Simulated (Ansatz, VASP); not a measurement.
## CdS: VASP beside Ansatz

```
Cd S
1.0
     4.18921    0.00000    0.00000
    -2.09461    3.62796    0.00000
     0.00000    0.00000    6.83781
Cd S
2 2
Direct
  0.33333 0.66667 0.00000
  0.66667 0.33333 0.50000
  0.33333 0.66667 0.38500
  0.66667 0.33333 0.88500
```

Change from the starting cell: volume scaled by 1.04, PAW files.

Alike in both runs: task electric field gradients; functional PBEsol; k mesh 7 × 7 × 4; occupations fermi-dirac, width 0.01 eV; no spin polarisation.

```csv
,VASP,Ansatz
version,VASP 6.6.1,Ansatz 0.2.0
potentials or method,"VASP PAW PBE potentials, release 64 (Cd, S)","PAW with Ansatz's default frozen-core files, scalar-relativistic"
plane-wave cutoff (eV),520,420
valence electrons in the cell,36,52
```

VASP gave:

* gap on the k mesh at the Fermi level (eV): 1.00
* pressure (GPa): -2.3
* traceless stress, the component that is largest in VASP (GPa): -1.08
* rms of the force components (eV/Å): 0.125
* size of Vzz on the site where it differs most (V/Å²): 33.4

Question: Estimate Ansatz's values.

Answer: gap on the k mesh at the Fermi level (eV): 1.00; pressure (GPa): -2.7; traceless stress, the component that is largest in VASP (GPa): -1.03; rms of the force components (eV/Å): 0.121; size of Vzz on the site where it differs most (V/Å²): 30.2.

VASP's potentials were made for PBE, not for PBEsol. Atom by atom the forces differ by 0.004 eV/Å (rms over components). With one functional, cell and mesh, what is left measures potentials, basis and numerics. VASP's potentials hold 36 valence electrons a cell and Ansatz's 52, so a difference there can come from the potentials and not from the codes.
